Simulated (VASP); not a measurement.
# Ag (Fm-3m) in VASP: a series of runs

Ag is run at these levels: PBEsol+D4; tasks: single point, relaxation of cell and atoms.

All numbers are computed with VASP 6.6.1; they aren't measurements. Logs are shortened: lines on timing, memory, paths and dates and some standing lists are left out, and cuts for length are marked.

## 1. The cell of the first run

Symmetry: Fm-3m, No. 225, cubic system. The conventional cell has a = 4.021 Å, b = 4.021 Å, c = 4.021 Å, α = 90.00°, β = 90.00°, γ = 90.00°. Within 3.7 Å of Ag (site symmetry m-3m) lie 12 Ag at 2.84 Å.

## 2. Single point, PBEsol+D4

Contents of INCAR:

```
ALGO     = Normal         # electronic algorithm
EDIFF    = 1E-6           # SCF threshold, eV
ENCUT    = 520            # plane-wave cutoff, eV
GGA      = PS             # functional
ISIF     = 2              # what is computed and relaxed
ISMEAR   = 1              # smearing method
IVDW     = 13             # dispersion correction
LASPH    = True           # aspherical terms in the spheres
LCHARG   = True           # write CHGCAR
LELF     = True           # ELF
LREAL    = False          # projectors in reciprocal space
LVHAR    = True         
LWAVE    = False          # write WAVECAR
NBANDS   = 12             # bands
NELM     = 100            # most SCF steps
PREC     = Accurate       # precision mode
SIGMA    = 0.1            # smearing width, eV
```

Contents of KPOINTS:

```
k-points
0
Gamma
  20 20 20
```

Contents of POSCAR:

```
Ag
1.0
    0.0000000000      2.0105744679      2.0105744679
    2.0105744679      0.0000000000      2.0105744679
    2.0105744679      2.0105744679      0.0000000000
Ag
1
Direct
    0.0000000000      0.0000000000      0.0000000000
```

Potentials or basis: VASP PAW PBE potentials, release 64 (Ag).

Started as:

```sh
cat potpaw_PBE.64/Ag/POTCAR > POTCAR
mpirun -np 1 vasp_std > vasp.out
```

OUTCAR:

```text
EDIFF = 1E-6
   ENCUT = 520
   GGA = PS
   ISIF = 2
   ISMEAR = 1
   IVDW = 13
   LASPH = True
   LREAL = False
   NELM = 100
   PREC = Accurate

 ion  position               nearest neighbor table
   1  0.000  0.000  0.000-

  LATTYP: Found a face centered cubic cell.
 ALAT       =     4.0211489358

  Lattice vectors:

 A1 = (   0.0000000000,   2.0105744679,   2.0105744679)
 A2 = (   2.0105744679,   0.0000000000,   2.0105744679)
 A3 = (   2.0105744679,   2.0105744679,   0.0000000000)

Analysis of symmetry for initial positions (statically):
=====================================================================
 Subroutine PRICEL returns:
 Original cell was already a primitive cell.

 Routine SETGRP: Setting up the symmetry group for a
 face centered cubic supercell.

 Subroutine GETGRP returns: Found 48 space group operations
 (whereof 48 operations were pure point group operations)
 out of a pool of 48 trial point group operations.

The static configuration has the point symmetry O_h .

Analysis of symmetry for dynamics (positions and initial velocities):
=====================================================================
 Subroutine PRICEL returns:
 Original cell was already a primitive cell.

 Routine SETGRP: Setting up the symmetry group for a
 face centered cubic supercell.

 Subroutine GETGRP returns: Found 48 space group operations
 (whereof 48 operations were pure point group operations)
 out of a pool of 48 trial point group operations.

The dynamic configuration has the point symmetry O_h .

 Subroutine INISYM returns: Found 48 space group operations
 (whereof 48 operations are pure point group operations),
 and found     1 'primitive' translations

----------------------------------------------------------------------------------------

                                     Primitive cell

  volume of cell :      16.2551

  direct lattice vectors                    reciprocal lattice vectors
     0.000000000  2.010574468  2.010574468    -0.248685143  0.248685143  0.248685143
     2.010574468  0.000000000  2.010574468     0.248685143 -0.248685143  0.248685143
     2.010574468  2.010574468  0.000000000     0.248685143  0.248685143 -0.248685143

  length of vectors
     2.843381681  2.843381681  2.843381681     0.430735304  0.430735304  0.430735304

  position of ions in fractional coordinates (direct lattice)
     0.000000000  0.000000000  0.000000000

  ion indices of the primitive-cell ions
   primitive index   ion index
                 1           1

----------------------------------------------------------------------------------------

 KPOINTS: k-points

Automatic generation of k-mesh.
 Grid dimensions read from file:
 generate k-points for:   20   20   20

 Generating k-lattice:

  Cartesian coordinates                     Fractional coordinates (reciprocal lattice)
    -0.012434257  0.012434257  0.012434257     0.050000000  0.000000000  0.000000000
     0.012434257 -0.012434257  0.012434257     0.000000000  0.050000000  0.000000000
     0.012434257  0.012434257 -0.012434257     0.000000000  0.000000000  0.050000000

  Length of vectors
     0.021536765  0.021536765  0.021536765

  Shift w.r.t. Gamma in fractional coordinates (k-lattice)
     0.000000000  0.000000000  0.000000000

 Subroutine IBZKPT returns following result:
 ===========================================

 Found    256 irreducible k-points:

 Following reciprocal coordinates:
            Coordinates               Weight
  0.000000  0.000000  0.000000      1.000000
  0.050000  0.000000  0.000000      8.000000
  0.100000  0.000000  0.000000      8.000000
  0.150000  0.000000  0.000000      8.000000
  0.200000  0.000000  0.000000      8.000000
  0.250000  0.000000  0.000000      8.000000
[... 16 lines left out ...]
 -0.400000  0.050000  0.000000     24.000000
 -0.350000  0.050000  0.000000     24.000000
 [... further k-points ...]
   k-points           NKPTS =    256   k-points in BZ     NKDIM =    256   number of bands    NBANDS=     12
   number of dos      NEDOS =    301   number of ions     NIONS =      1
   total plane-waves  NPLWV =  13824
   dimension x,y,z NGX =    24 NGY =   24 NGZ =   24
   dimension x,y,z NGXF=    48 NGYF=   48 NGZF=   48
   ions per type =               1
   NGX,Y,Z   is equivalent  to a cutoff of  14.03, 14.03, 14.03 a.u.
   NGXF,Y,Z  is equivalent  to a cutoff of  28.06, 28.06, 28.06 a.u.
 SYSTEM =  unknown system
   PREC   = accura    normal or accurate (medium, high low for compatibility)
   ISTART =      0    job   : 0-new  1-cont  2-samecut
   ICHARG =      2    charge: 1-file 2-atom 10-const
   ISPIN  =      1    spin polarized calculation?
   LNONCOLLINEAR =      F non collinear calculations
   LSORBIT =      F    spin-orbit coupling
   LASPH  =      T    aspherical Exc in radial PAW
   ENCUT  =  520.0 eV  38.22 Ry    6.18 a.u.   5.29  5.29  5.29*2*pi/ulx,y,z
   NELM   =    100;   NELMIN=  2; NELMDL= -5     # of ELM steps
   EDIFF  = 0.1E-05   stopping-criterion for ELM
   LREAL  =      F    real-space projection
   EDIFFG = 0.1E-04   stopping-criterion for IOM
   NSW    =      0    number of steps for IOM
   IBRION =     -1    ionic relax: 0-MD 1-quasi-New 2-CG
   NFREE  =      0    steps in history (QN), initial steepest desc. (CG)
   ISIF   =      2    stress and relaxation
   ISYM   =      2    0-nonsym 1-usesym 2-fastsym
   POTIM  = 0.5000    time-step for ionic-motion
   TEBEG  =    0.0;   TEEND  =   0.0 temperature during run
   PSTRESS=    0.0 pullay stress
   NELECT =      11.0000    total number of electrons
   NUPDOWN=      -1.0000    fix difference up-down
   EMIN   =  10.00;   EMAX   =-10.00  energy-range for DOS
   EFERMI =   0.00;   METHOD = LEGACY
   ISMEAR =     1;   SIGMA  =   0.10  broadening in eV -4-tet -1-fermi 0-gaus
   EFERMI_NEDOS =   21; number of points for ismear=-14 and -15
   IALGO  =     38    algorithm
   IMIX   =      4    mixing-type and parameters
     AMIX     =   0.40;   BMIX     =  1.00
     AMIX_MAG =   1.60;   BMIX_MAG =  1.00
  volume/ion in A,a.u.               =      16.26       109.70
  Fermi-wavevector in a.u.,A,eV,Ry     =   1.437283  2.716071 28.106669  2.065782
  Thomas-Fermi vector in A             =   2.556378
   LORBIT       =      0    0 simple, 1 ext, 2 COOP (PROOUT), +10 PAW based schemes
   GGA     = PS    functional components
   LHFCALC =     F    Hartree Fock is set to
   AEXX    =    0.0000 exact exchange contribution
   IVDW    =    13    specifies the selected vdW correction
   LEPSILON=     F    determine dielectric tensor
   LRPA    =     F    only Hartree local field effects (RPA)
 non-spin polarized calculation
 Methfessel and Paxton  Order N= 1 SIGMA  =   0.10
  energy-cutoff  :      520.00
  volume of cell :       16.26
 maximum number of plane-waves:       450
 NGX is ok and might be reduce to    24
   NGX = 11   NGY = 11   NGZ = 11

 number of electron      11.0000002 magnetization

 Free energy of the ion-electron system (eV)
  ---------------------------------------------------
  ext. energy  EPLUGINS =         0.00000000
  ---------------------------------------------------
  free energy    TOTEN  =        -3.30798100 eV

  energy without entropy =       -3.30819040  energy(sigma->0) =       -3.30805080

 E-fermi :   8.9038     XC(G=0): -12.6992

 val. band max:        8.8850352637   @ k =   0.5000   0.3500   0.1500
 cond. band min:       8.9353020379   @ k =   0.5000   0.1000   0.0000
 fundamental gap:      0.0502667742
 Fermi energy:         8.9038250611

 k-point     1 :       0.0000    0.0000    0.0000
  band No.  band energies     occupation
      1       0.7222      2.00000
      2       3.9643      2.00000
      3       3.9643      2.00000
      4       3.9643      2.00000
      5       5.1033      2.00000
      6       5.1033      2.00000
      7      24.9940      0.00000
      8      28.8499      0.00000
      9      28.8499      0.00000
     10      28.8499      0.00000
     11      33.7935      0.00000
     12      35.2505      0.00000

 k-point     2 :       0.0500    0.0000    0.0000
  band No.  band energies     occupation
      1       0.8038      2.00000
      2       3.9433      2.00000
      3       3.9881      2.00000
      4       3.9881      2.00000
      5       5.0935      2.00000
      6       5.0935      2.00000
      7      25.0286      0.00000
      8      28.1500      0.00000
      9      28.8967      0.00000
     10      28.8967      0.00000
     11      34.0426      0.00000
     12      35.1316      0.00000

 k-point     3 :       0.1000    0.0000    0.0000
  band No.  band energies     occupation
      1       1.0419      2.00000
      2       3.8911      2.00000
      3       4.0524      2.00000
      4       4.0524      2.00000
      5       5.0720      2.00000
      6       5.0720      2.00000
      7      24.9872      0.00000
      8      26.7936      0.00000
      9      29.0212      0.00000
     10      29.0212      0.00000
     11      33.3739      0.00000
     12      34.7427      0.00000
[... 286 lines left out ...]
 k-point    23 :      -0.4000    0.0500    0.0000
  band No.  band energies     occupation
      1       2.3037      2.00000
      2       3.9591      2.00000
      3       4.0112      2.00000
      4       5.6734      2.00000
      5       5.7805      2.00000
      6       7.4566      2.00000
      7      14.3260      0.00000
      8      24.3674      0.00000
      9      26.6646      0.00000
     10      27.7956      0.00000
     11      32.4354      0.00000
     12      32.6868      0.00000

 k-point    24 :      -0.3500    0.0500    0.0000
  band No.  band energies     occupation
      1       2.3564      2.00000
      2       4.0220      2.00000
      3       4.0671      2.00000
      4       5.3855      2.00000
      5       5.5841      2.00000
      6       6.5128      2.00000
      7      15.9933      0.00000
      8      24.6276      0.00000
      9      26.9340      0.00000
     10      28.5966      0.00000
     11      32.2321      0.00000
     12      32.4396      0.00000

 [... further k-points ...]

------------------------ aborting loop because EDIFF is reached ----------------------------------------

  DFT-D4 for vdW energy calculation

  Edisp (eV):   -0.34595

  FORCE on cell =-STRESS in cart. coord.  units (eV):
  Direction    XX          YY          ZZ          XY          YZ          ZX
  --------------------------------------------------------------------------------------
  -------------------------------------------------------------------------------------
  Total      -0.02625    -0.02625    -0.02625    -0.00000    -0.00000    -0.00000
  in kB      -2.58723    -2.58723    -2.58723    -0.00000    -0.00000    -0.00000
  external pressure =       -2.59 kB  Pullay stress =        0.00 kB

 VOLUME and BASIS-vectors are now :
 -----------------------------------------------------------------------------
  energy-cutoff  :      520.00
  volume of cell :       16.26
      direct lattice vectors                 reciprocal lattice vectors
     0.000000000  2.010574468  2.010574468    -0.248685143  0.248685143  0.248685143
     2.010574468  0.000000000  2.010574468     0.248685143 -0.248685143  0.248685143
     2.010574468  2.010574468  0.000000000     0.248685143  0.248685143 -0.248685143

 POSITION                                       TOTAL-FORCE (eV/Angst)
 -----------------------------------------------------------------------------------
      0.00000      0.00000      0.00000         0.000000      0.000000      0.000000
 -----------------------------------------------------------------------------------
    total drift:                               -0.000000      0.000000      0.000000

  FREE ENERGIE OF THE ION-ELECTRON SYSTEM (eV)
  ---------------------------------------------------
  free  energy   TOTEN  =        -3.6539286952 eV

  energy  without entropy=       -3.6541380937  energy(sigma->0) =       -3.65399849
```

Wall time 21 s (1 thread of Intel Xeon Platinum 8488C (Sapphire Rapids), shared host); peak memory 0.17 GiB.

Results:

```
Free energy                : -3.6539 eV
Pressure                   : -0.3 GPa
Dispersion energy per atom : -0.346 eV
```

Levels at points of the mesh, in eV from the Fermi level:
```
           k point  band 2  band 3  band 4  band 5  band 6  band 7  band 8  band 9  band 10  band 11
(0.00, 0.00, 0.00)   -4.94   -4.94   -4.94   -3.80   -3.80   16.09   19.95   19.95    19.95    24.89
(0.50, 0.00, 0.00)   -4.96   -4.96   -2.93   -2.93   -0.58    3.87   15.33   18.31    18.31    23.53
(0.50, 0.50, 0.00)   -6.58   -2.96   -2.71   -2.71    1.50    7.11   10.85   10.85    17.76    17.86
```

Caveat: the PAW data sets were made with another functional, which shifts forces and pressure a little; pairwise dispersion overbinds metals, which lowers pressure and volume.

## 3. Relaxation of cell and atoms, PBEsol+D4

This run uses another cell than the first one, of 17.05 Å³/atom, 1.049 times its volume.

Contents of INCAR:

```
SYSTEM = Ag
PREC = Accurate
ENCUT = 600
EDIFF = 1E-7
ISMEAR = 1
SIGMA = 0.1
LREAL = .False.
LASPH = .True.
NELM = 100
ALGO = Normal
ISIF = 3
LWAVE = .False.
LCHARG = .False.
GGA = PS
IVDW = 13
IBRION = 2
NSW = 80
EDIFFG = -0.03
```

Contents of KPOINTS:

```
regular mesh
0
Gamma
  20 20 20
  0 0 0
```

Contents of POSCAR:

```
Ag
1.0
    0.0000000000      2.0427500000      2.0427500000
    2.0427500000      0.0000000000      2.0427500000
    2.0427500000      2.0427500000      0.0000000000
Ag
1
Direct
    0.0000000000      0.0000000000      0.0000000000
```

Potentials or basis: VASP PAW PBE potentials, release 64 (Ag).

Started as:

```sh
cat potpaw_PBE.64/Ag/POTCAR > POTCAR
mpirun -np 1 vasp_std > vasp.out
```

Wall time 44 s (1 thread of Intel Xeon Platinum 8488C (Sapphire Rapids), shared host); peak memory 0.19 GiB.

Results (log left out):

* Free energy: -3.6545 eV
* Relaxed volume: 16.23 Å³/atom
* Relaxed cell: a = 2.842 Å, b = 2.842 Å, c = 2.842 Å, α = 60.00°, β = 60.00°, γ = 60.00°
* Space group after relaxing (to 0.05 Å): Fm-3m (No. 225)
* Energy gained by relaxing: 15.4 meV/atom
* Ionic steps: 3
* Pressure after relaxing: 0.0 GPa
* Dispersion energy per atom: -0.346 eV

The path:
| step | energy change (eV) | largest force (eV/Å) | pressure (GPa) | volume (Å³) |
| --- | --- | --- | --- | --- |
| 1 | 0.0000 | 0.0000 | -5.68 | 17.05 |
| 2 | -0.0047 | 0.0000 | 5.77 | 15.60 |
| 3 | -0.0154 | 0.0000 | -0.02 | 16.23 |

Final structure:
```xyz
1
Lattice="0.0000 2.0095 2.0095 2.0095 0.0000 2.0095 2.0095 2.0095 0.0000" Properties=species:S:1:pos:R:3 pbc="T T T"
Ag    0.0000    0.0000    0.0000
```

Levels at points of the mesh, in eV from the Fermi level:
| k point | band 4 | band 5 | band 6 | band 7 | band 8 | band 9 |
| --- | --- | --- | --- | --- | --- | --- |
| (0.00, 0.00, 0.00) | -4.95 | -3.80 | -3.80 | 16.09 | 19.96 | 19.96 |
| (0.50, 0.00, 0.00) | -2.93 | -2.93 | -0.59 | 3.88 | 15.33 | 18.33 |
| (0.50, 0.50, 0.00) | -2.71 | -2.71 | 1.50 | 7.12 | 10.86 | 10.86 |

Caveat: the PAW data sets were made with another functional, which shifts forces and pressure a little; pairwise dispersion overbinds metals, which lowers pressure and volume.
